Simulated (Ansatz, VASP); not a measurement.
## Two plane-wave programs on CaSe

```
Ca Se
1.0
     4.20055    0.00000    0.00000
     0.00000    4.20055    0.00000
     0.00000    0.00000   14.00000
Ca Se
1 1
Direct
  0.50000 0.50000 0.50000
  0.00000 0.00000 0.50000
```

Alike in both runs: task single point; functional PBE; k mesh 4 × 4 × 1; occupations gaussian, width 0.1 eV; no spin polarisation.

|  | VASP | Ansatz |
| --- | --- | --- |
| version | VASP 6.6.1 | Ansatz 0.2.0 |
| potentials or method | VASP PAW PBE potentials, release 64 (Ca_sv, Se), cutoff 520 eV | scalar-relativistic, plane waves, PAW |
| valence electrons in the cell | 16 | 26 |

```tsv
	VASP	Ansatz	Ansatz less VASP
gap on the k mesh at the Fermi level (eV)	2.36	2.37	+0.004
least direct gap on the mesh (eV)	2.46	2.47	+0.010
```

The functional is the same, so the differences come from potentials, cutoffs and numerics. VASP's potentials hold 16 valence electrons a cell and Ansatz's 26, so a difference there can come from the potentials and not from the codes. Ansatz's warnings: slab cell height set.
